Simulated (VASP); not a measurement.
Set up this calculation in VASP 6.6.1, as the native input.

```yaml
Task: single point
Functional: PBE
Potentials_or_basis: VASP PAW PBE potentials, release 64 (Pb_d, S)
Cutoff: 520 eV
k_mesh: 8 × 8 × 8
Occupations: fermi-dirac, width 0.01 eV
Spin: no spin polarisation
Dipole_correction: no
Further_INCAR_settings: ALGO = Normal; EDIFF = 1e-06; NBANDS = 17
```

The structure of PbS lies in POSCAR:

```
PbS
1.0
    0.0000000000      3.0243000000      2.9650000000
    3.0243000000      0.0000000000      2.9650000000
    3.0243000000      3.0243000000      0.0000000000
Pb S
1 1
Direct
    0.0000000000      0.0000000000      0.0000000000
    0.5000000000      0.5000000000      0.5000000000
```

This cell differs from its parent crystal: equal xx and yy strain of +2 %.

One way to write it, as run:

INCAR

```
  PREC = Accurate
  ENCUT = 520
  EDIFF = 1E-6
  ISMEAR = -1
  SIGMA = 0.01
  LREAL = F
  LASPH = T
  NELM = 60
  ALGO = Normal
  ISIF = 2
  LWAVE = F
  LCHARG = F
  GGA = PE
  NBANDS = 17
```

KPOINTS

```
regular mesh
0
Gamma
  8 8 8
```

Potentials or basis: VASP PAW PBE potentials, release 64 (Pb_d, S).

Command:

```console
$ cat potpaw_PBE.64/Pb_d/POTCAR potpaw_PBE.64/S/POTCAR > POTCAR
$ mpirun -np 1 vasp_std > vasp.out
```

It gave:

- Pressure: 0.0 GPa
- Band gap on the k mesh: 0.49 eV, direct

Caveat: the cell differs from its parent crystal (equal xx and yy strain of +2 %); spin-orbit coupling is left out, which moves the levels of the heavy elements.

Wall time 51 s on 1 thread of AMD EPYC 7R43 64-Core Processor (Zen 3) (shared host), peak memory 0.17 GiB.
